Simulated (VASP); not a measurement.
Crystal: Bi6Te.

```
Bi Te
1.0
     4.51674    0.03736    0.06218
    -2.22601    3.92982   -0.02627
     0.19821    0.01775   14.01053
Bi Te
6 1
Direct
  0.99789 0.99530 0.28587
  0.33462 0.67443 0.43097
  0.98876 0.01339 0.71720
  0.66202 0.33108 0.56551
  0.36031 0.66174 0.85044
  0.67394 0.32619 0.14549
  0.98246 0.99787 0.00453
```

```yaml
Program: VASP 6.6.1
Task: relaxation of cell and atoms
Functional: PBE
Potentials_or_basis: VASP PAW PBE potentials, release 64 (Bi_d, Te)
Cutoff: 600 eV
k_mesh: 6 × 6 × 2
Occupations: gaussian, width 0.2 eV
Spin: no spin polarisation
```

At the start: pressure -0.3 GPa; volume 35.69 Å³/atom.

Problem. How do energy, volume and symmetry change on relaxing?

Solution. Over 13 steps the energy falls by 14.3 meV/atom and the volume is 35.27 Å³/atom (-1.2 %); space group P1 (No. 1, to 0.1 Å) before, C2/m (No. 12, to 0.1 Å).

The path:
```
step  energy change (eV)  largest force (eV/Å)  pressure (GPa)  volume (Å³)
   1              0.0000                0.5510           -0.25       249.80
   2             -0.0427                0.3751           -0.01       247.74
   3             -0.0555                0.2602            0.27       245.89
   4             -0.0784                0.1665           -0.09       247.42
   5             -0.0877                0.1207           -0.42       249.00
   6             -0.0934                0.0703            0.30       245.12
   7             -0.0943                0.0833            0.10       246.17
   8             -0.0964                0.0579            0.06       246.36
   9             -0.0980                0.0440            0.03       246.64
  10             -0.0982                0.0469            0.03       246.75
  11             -0.0990                0.0303           -0.06       247.21
  12             -0.0991                0.0283           -0.06       247.34
  13             -0.0998                0.0231            0.02       246.87
```

Final structure:
```yaml
crystal:
  lattice:
    - [4.50981, 0.00774, 0.00511]
    - [-2.24735, 3.86021, 0.02387]
    - [0.01967, 0.09973, 14.16738]
  atoms:
    - { symbol: Bi, position: [0.99608, 0.99335, 0.28209] }
    - { symbol: Bi, position: [0.33727, 0.67252, 0.43440] }
    - { symbol: Bi, position: [0.00560, 0.00724, 0.71787] }
    - { symbol: Bi, position: [0.66476, 0.33020, 0.56562] }
    - { symbol: Bi, position: [0.33379, 0.66790, 0.85281] }
    - { symbol: Bi, position: [0.66580, 0.33254, 0.14746] }
    - { symbol: Te, position: [0.99671, 0.99624, 0.99975] }
```
